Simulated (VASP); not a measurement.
# Ru (P6_3/mmc) in VASP: notebook

The runs below take Ru through single point, with r2SCAN.

Program: VASP 6.6.1. These are calculated values, not measurements. Logs are shortened: lines on timing, memory, paths and dates and some standing lists are left out, and cuts for length are marked.

### 1 The cell of the first run

Symmetry: P6_3/mmc, No. 194, hexagonal system. The conventional cell has a = 2.702 Å, b = 2.702 Å, c = 4.266 Å, α = 90.00°, β = 90.00°, γ = 120.00°. Ru (site symmetry -6m2) has 12 Ru at 2.64 to 2.70 Å within 3.5 Å.

### 2 Single point, r2SCAN

POSCAR reads:

```
Ru
1.0
    2.7024648043      0.0000000000      0.0000000000
   -1.3512324021      2.3404031734      0.0000000000
    0.0000000000      0.0000000000      4.2658389673
Ru
2
Direct
    0.3333333333      0.6666666667      0.2500000000
    0.6666666667      0.3333333333      0.7500000000
```

INCAR.step1 reads:

```
SYSTEM = Ru
PREC = Accurate
ENCUT = 660
ISMEAR = 0
SIGMA = 0.1
LREAL = .False.
LASPH = .True.
NELM = 120
NBANDS = 23
GGA = PE
ALGO = Normal
EDIFF = 1E-5
LWAVE = .True.
LCHARG = .False.
GGA_COMPAT = .False.
```

INCAR.step2 reads:

```
SYSTEM = Ru
PREC = Accurate
ENCUT = 660
EDIFF = 1E-6
ISMEAR = 0
SIGMA = 0.1
LREAL = .False.
LASPH = .True.
NELM = 120
ALGO = Normal
ISIF = 2
LWAVE = .False.
LCHARG = .False.
METAGGA = R2SCAN
LMIXTAU = .True.
NBANDS = 23
ISTART = 1
GGA_COMPAT = .False.
```

KPOINTS reads:

```
Automatic mesh
0
Gamma
  18 18 10
  0 0 0
```

Potentials or basis: VASP PAW PBE potentials, release 64 (Ru_sv).

Launch:

```
cat potpaw_PBE.64/Ru_sv/POTCAR > POTCAR
cp INCAR.step1 INCAR
mpirun -np 1 vasp_std > vasp.out
cp INCAR.step2 INCAR
mpirun -np 1 vasp_std > vasp.out
```

OUTCAR:

```text
SYSTEM = Ru
   PREC = Accurate
   ENCUT = 660
   EDIFF = 1E-6
   ISMEAR = 0
   LREAL = .False.
   LASPH = .True.
   NELM = 120
   ISIF = 2
   METAGGA = R2SCAN
   ISTART = 1

 ion  position               nearest neighbor table
   1  0.333  0.667  0.250-   2 2.64   2 2.64   2 2.64   2 2.64   2 2.64   2 2.64
   2  0.667  0.333  0.750-   1 2.64   1 2.64   1 2.64   1 2.64   1 2.64   1 2.64

  LATTYP: Found a hexagonal cell.
 ALAT       =     2.7024648043
 C/A-ratio  =     1.5784993612

  Lattice vectors:

 A1 = (   2.7024648043,   0.0000000000,   0.0000000000)
 A2 = (  -1.3512324021,   2.3404031734,   0.0000000000)
 A3 = (   0.0000000000,   0.0000000000,   4.2658389673)

Analysis of symmetry for initial positions (statically):
=====================================================================
 Subroutine PRICEL returns:
 Original cell was already a primitive cell.

 Routine SETGRP: Setting up the symmetry group for a
 hexagonal supercell.

 Subroutine GETGRP returns: Found 24 space group operations
 (whereof 12 operations were pure point group operations)
 out of a pool of 24 trial point group operations.

The static configuration has the point symmetry D_3d.
 The point group associated with its full space group is D_6h.

Analysis of symmetry for dynamics (positions and initial velocities):
=====================================================================
 Subroutine PRICEL returns:
 Original cell was already a primitive cell.

 Routine SETGRP: Setting up the symmetry group for a
 hexagonal supercell.

 Subroutine GETGRP returns: Found 24 space group operations
 (whereof 12 operations were pure point group operations)
 out of a pool of 24 trial point group operations.

The dynamic configuration has the point symmetry D_3d.
 The point group associated with its full space group is D_6h.

 Subroutine INISYM returns: Found 24 space group operations
 (whereof 12 operations are pure point group operations),
 and found     1 'primitive' translations

----------------------------------------------------------------------------------------

                                     Primitive cell

  volume of cell :      26.9808

  direct lattice vectors                    reciprocal lattice vectors
     2.702464804  0.000000000  0.000000000     0.370032571  0.213638405  0.000000000
    -1.351232402  2.340403173  0.000000000     0.000000000  0.427276809  0.000000000
     0.000000000  0.000000000  4.265838967     0.000000000  0.000000000  0.234420476

  length of vectors
     2.702464804  2.702464804  4.265838967     0.427276809  0.427276809  0.234420476

  position of ions in fractional coordinates (direct lattice)
     0.333333333  0.666666667  0.250000000
     0.666666667  0.333333333  0.750000000

  ion indices of the primitive-cell ions
   primitive index   ion index
                 1           1
                 2           2

----------------------------------------------------------------------------------------

 KPOINTS: Automatic mesh

Automatic generation of k-mesh.
 Grid dimensions read from file:
 generate k-points for:   18   18   10

 Generating k-lattice:

  Cartesian coordinates                     Fractional coordinates (reciprocal lattice)
     0.020557365  0.011868800  0.000000000     0.055555556 -0.000000000  0.000000000
     0.000000000  0.023737601  0.000000000     0.000000000  0.055555556  0.000000000
     0.000000000  0.000000000  0.023442048     0.000000000  0.000000000  0.100000000

  Length of vectors
     0.023737601  0.023737601  0.023442048

  Shift w.r.t. Gamma in fractional coordinates (k-lattice)
     0.000000000  0.000000000  0.000000000

 Subroutine IBZKPT returns following result:
 ===========================================

 Found    222 irreducible k-points:

 Following reciprocal coordinates:
            Coordinates               Weight
  0.000000  0.000000  0.000000      1.000000
  0.055556  0.000000  0.000000      6.000000
  0.111111  0.000000  0.000000      6.000000
  0.166667  0.000000  0.000000      6.000000
  0.222222  0.000000  0.000000      6.000000
  0.277778  0.000000  0.000000      6.000000
[... 16 lines left out ...]
  0.333333  0.111111  0.000000     12.000000
  0.388889  0.111111  0.000000     12.000000
 [... further k-points ...]
   k-points           NKPTS =    222   k-points in BZ     NKDIM =    222   number of bands    NBANDS=     23
   number of dos      NEDOS =    301   number of ions     NIONS =      2
   total plane-waves  NPLWV =  20736
   dimension x,y,z NGX =    24 NGY =   24 NGZ =   36
   dimension x,y,z NGXF=    48 NGYF=   48 NGZF=   72
   ions per type =               2
   NGX,Y,Z   is equivalent  to a cutoff of  14.76, 14.76, 14.03 a.u.
   NGXF,Y,Z  is equivalent  to a cutoff of  29.53, 29.53, 28.06 a.u.
 SYSTEM =  Ru
   PREC   = accura    normal or accurate (medium, high low for compatibility)
   ISTART =      1    job   : 0-new  1-cont  2-samecut
   ICHARG =      0    charge: 1-file 2-atom 10-const
   ISPIN  =      1    spin polarized calculation?
   LNONCOLLINEAR =      F non collinear calculations
   LSORBIT =      F    spin-orbit coupling
   LASPH  =      T    aspherical Exc in radial PAW
   ENCUT  =  660.0 eV  48.51 Ry    6.96 a.u.   5.66  5.66  8.94*2*pi/ulx,y,z
   NELM   =    120;   NELMIN=  2; NELMDL=  0     # of ELM steps
   EDIFF  = 0.1E-05   stopping-criterion for ELM
   LREAL  =      F    real-space projection
   EDIFFG = 0.1E-04   stopping-criterion for IOM
   NSW    =      0    number of steps for IOM
   IBRION =     -1    ionic relax: 0-MD 1-quasi-New 2-CG
   NFREE  =      0    steps in history (QN), initial steepest desc. (CG)
   ISIF   =      2    stress and relaxation
   ISYM   =      2    0-nonsym 1-usesym 2-fastsym
   POTIM  = 0.5000    time-step for ionic-motion
   TEBEG  =    0.0;   TEEND  =   0.0 temperature during run
   PSTRESS=    0.0 pullay stress
   NELECT =      32.0000    total number of electrons
   NUPDOWN=      -1.0000    fix difference up-down
   EMIN   =  10.00;   EMAX   =-10.00  energy-range for DOS
   EFERMI =   0.00;   METHOD = LEGACY
   ISMEAR =     0;   SIGMA  =   0.10  broadening in eV -4-tet -1-fermi 0-gaus
   EFERMI_NEDOS =   21; number of points for ismear=-14 and -15
   IALGO  =     38    algorithm
   IMIX   =      4    mixing-type and parameters
     AMIX     =   0.40;   BMIX     =  1.00
     AMIX_MAG =   1.60;   BMIX_MAG =  1.00
  volume/ion in A,a.u.               =      13.49        91.04
  Fermi-wavevector in a.u.,A,eV,Ry     =   1.732898  3.274703 40.857436  3.002937
  Thomas-Fermi vector in A             =   2.806987
   LORBIT       =      0    0 simple, 1 ext, 2 COOP (PROOUT), +10 PAW based schemes
   METAGGA = R2SCAN    functional components
   LHFCALC =     F    Hartree Fock is set to
   AEXX    =    0.0000 exact exchange contribution
   IVDW    =     0    specifies the selected vdW correction
   LEPSILON=     F    determine dielectric tensor
   LRPA    =     F    only Hartree local field effects (RPA)
 non-spin polarized calculation
 Gauss-broadening in eV      SIGMA  =   0.10
  energy-cutoff  :      660.00
  volume of cell :       26.98
 maximum number of plane-waves:      1085
 NGX is ok and might be reduce to    24

 number of electron      31.9999997 magnetization

 Free energy of the ion-electron system (eV)
  ---------------------------------------------------
  ext. energy  EPLUGINS =         0.00000000
  ---------------------------------------------------
  free energy    TOTEN  =       -50.94439504 eV

  energy without entropy =      -50.93557781  energy(sigma->0) =      -50.93998642

 E-fermi :  15.1664     XC(G=0): -15.5835

 val. band max:       15.1657008462   @ k =   0.1667   0.1111   0.3000
 cond. band min:      15.1871766403   @ k =   0.0556   0.0000   0.1000
 fundamental gap:      0.0214757941
 Fermi energy:        15.1664351600

 k-point     1 :       0.0000    0.0000    0.0000
  band No.  band energies     occupation
      1     -60.1749      2.00000
      2     -59.9415      2.00000
      3     -29.9351      2.00000
      4     -28.9099      2.00000
      5     -28.9099      2.00000
      6     -28.7213      2.00000
[... 15 lines left out ...]
     22      30.7198      0.00000
     23      33.3990      0.00000

 k-point     2 :       0.0556    0.0000    0.0000
  band No.  band energies     occupation
      1     -60.1698      2.00000
      2     -59.9394      2.00000
      3     -29.9234      2.00000
      4     -28.9344      2.00000
      5     -28.9182      2.00000
      6     -28.7470      2.00000
[... 15 lines left out ...]
     22      30.9281      0.00000
     23      33.5371      0.00000

 k-point     3 :       0.1111    0.0000    0.0000
  band No.  band energies     occupation
      1     -60.1550      2.00000
      2     -59.9339      2.00000
      3     -29.8892      2.00000
      4     -29.0052      2.00000
      5     -28.9418      2.00000
      6     -28.8201      2.00000
[... 15 lines left out ...]
     22      31.4567      0.00000
     23      33.8981      0.00000

 k-point     4 :       0.1667    0.0000    0.0000
  band No.  band energies     occupation
      1     -60.1319      2.00000
      2     -59.9258      2.00000
      3     -29.8345      2.00000
      4     -29.1138      2.00000
      5     -28.9771      2.00000
      6     -28.9302      2.00000
[... 15 lines left out ...]
     22      31.8060      0.00000
     23      34.1130      0.00000

 k-point     5 :       0.2222    0.0000    0.0000
  band No.  band energies     occupation
      1     -60.1026      2.00000
      2     -59.9167      2.00000
      3     -29.7627      2.00000
      4     -29.2470      2.00000
      5     -29.0622      2.00000
      6     -29.0191      2.00000
[... 434 lines left out ...]
 k-point    22 :       0.2778    0.1111    0.0000
  band No.  band energies     occupation
      1     -60.0281      2.00000
      2     -59.9013      2.00000
      3     -29.5623      2.00000
      4     -29.5068      2.00000
      5     -29.3581      2.00000
      6     -29.1172      2.00000
[... 15 lines left out ...]
     22      27.2054      0.00000
     23      29.6454      0.00000

 k-point    23 :       0.3333    0.1111    0.0000
  band No.  band energies     occupation
      1     -59.9997      2.00000
      2     -59.9000      2.00000
      3     -29.6082      2.00000
      4     -29.4759      2.00000
      5     -29.4263      2.00000
      6     -29.1688      2.00000
[... 15 lines left out ...]
     22      26.8975      0.00000
     23      28.5837      0.00000

 k-point    24 :       0.3889    0.1111    0.0000
  band No.  band energies     occupation
      1     -59.9787      2.00000
      2     -59.9017      2.00000
      3     -29.6742      2.00000
      4     -29.4707      2.00000
      5     -29.4058      2.00000
      6     -29.2019      2.00000
[... 15 lines left out ...]
     22      27.8261      0.00000
     23      27.8963      0.00000

 [... further k-points ...]

------------------------ aborting loop because EDIFF is reached ----------------------------------------

  FORCE on cell =-STRESS in cart. coord.  units (eV):
  Direction    XX          YY          ZZ          XY          YZ          ZX
  --------------------------------------------------------------------------------------
  -------------------------------------------------------------------------------------
  Total        0.0180976      0.0180976      0.0275542      0.0000000     -0.0000000     -0.0000000
  in kB        1.0746722      1.0746722      1.6362266      0.0000000     -0.0000000     -0.0000000
  external PRESSURE =       1.2618570 kB  Pullay stress =       0.0000000 kB

 VOLUME and BASIS-vectors are now :
 -----------------------------------------------------------------------------
  energy-cutoff  :      660.00
  volume of cell :       26.98
      direct lattice vectors                 reciprocal lattice vectors
     2.702464804  0.000000000  0.000000000     0.370032571  0.213638405  0.000000000
    -1.351232402  2.340403173  0.000000000     0.000000000  0.427276809  0.000000000
     0.000000000  0.000000000  4.265838967     0.000000000  0.000000000  0.234420476

 POSITION                                       TOTAL-FORCE (eV/Angst)
 -----------------------------------------------------------------------------------
     -0.00000      1.56027      1.06646         0.000000      0.000000      0.000000
      1.35123      0.78013      3.19938        -0.000000      0.000000      0.000000
 -----------------------------------------------------------------------------------
    total drift:                               -0.000000      0.000000     -0.000000

  FREE ENERGIE OF THE ION-ELECTRON SYSTEM (eV)
  ---------------------------------------------------
  free  energy   TOTEN  =       -50.9443950407 eV

  energy  without entropy=      -50.9355778059  energy(sigma->0) =      -50.93998642
```

Run time: 4 min. Hardware: 1 thread of Intel Xeon Platinum 8488C (Sapphire Rapids), shared host; peak memory 0.27 GiB.

Results:

```
Free energy            : -50.9444 eV
Pressure               : 0.1 GPa
Band gap on the k mesh : zero (bands 16 and 17 overlap by 3.29 eV)
```

Caveat: the PAW data sets were made with another functional, which shifts forces and pressure a little.

### 3 Single point, r2SCAN

This run uses another cell than the first one: it holds 4 atoms, not 2.

POSCAR reads:

```
Ru
1.0
    4.1220792938      0.0000000000      0.0000000000
   -2.0610396469      3.5698253848      0.0000000000
    0.0000000000      0.0000000000      4.7135531441
Ru
4
Direct
    0.0000000000      0.0000000000      0.2500000000
    0.0000000000      0.0000000000      0.7500000000
    0.3333333333      0.6666666667      0.7500000000
    0.6666666667      0.3333333333      0.2500000000
```

INCAR.step1 reads:

```
PREC = Accurate
ENCUT = 660
ISMEAR = 0
SIGMA = 0.1
LREAL = F
LASPH = T
NELM = 120
NBANDS = 40
GGA = PE
ALGO = Normal
EDIFF = 1E-5
LWAVE = T
LCHARG = F
GGA_COMPAT = F
```

INCAR.step2 reads:

```
PREC = Accurate
ENCUT = 660
EDIFF = 1E-6
ISMEAR = 0
SIGMA = 0.1
LREAL = F
LASPH = T
NELM = 120
ALGO = Normal
ISIF = 2
LWAVE = F
LCHARG = T
METAGGA = R2SCAN
LMIXTAU = T
LELF = T
LVHAR = T
NBANDS = 40
ISTART = 1
GGA_COMPAT = F
```

KPOINTS reads:

```
regular mesh
0
Gamma
  6 6 4
```

Potentials or basis: VASP PAW PBE potentials, release 64 (Ru_sv).

Launch:

```
cat potpaw_PBE.64/Ru_sv/POTCAR > POTCAR
cp INCAR.step1 INCAR
mpirun -np 1 vasp_std > vasp.out
cp INCAR.step2 INCAR
mpirun -np 1 vasp_std > vasp.out
```

It took 2.5 min on 1 thread of Intel Xeon 6975P-C (Granite Rapids), shared host; peak memory 0.25 GiB.

The run converged. Its results:

* Free energy: -96.4452 eV
* Pressure: 0.0 GPa
* Band gap on the k mesh: zero (bands 32 and 33 overlap by 1.50 eV)

Levels at points of the mesh, in eV from the Fermi level:
| k point | band 28 | band 29 | band 30 | band 31 | band 32 | band 33 | band 34 | band 35 | band 36 | band 37 |
| --- | --- | --- | --- | --- | --- | --- | --- | --- | --- | --- |
| (0.00, 0.00, 0.00) | -2.05 | -2.05 | -1.80 | -1.80 | -0.95 | 0.31 | 0.31 | 0.65 | 0.77 | 0.77 |
| (0.50, 0.00, 0.00) | -2.31 | -1.26 | -0.52 | -0.45 | 0.51 | 0.72 | 1.00 | 1.01 | 1.36 | 2.18 |
| (0.00, 0.00, 0.50) | -2.79 | -1.62 | -1.62 | -1.62 | -1.62 | -0.40 | -0.40 | -0.17 | -0.17 | -0.17 |
| (0.50, 0.00, 0.50) | -2.75 | -1.38 | -1.38 | 0.23 | 0.23 | 0.38 | 0.38 | 0.89 | 0.89 | 1.12 |

Caveat: the PAW data sets were made with another functional, which shifts forces and pressure a little.
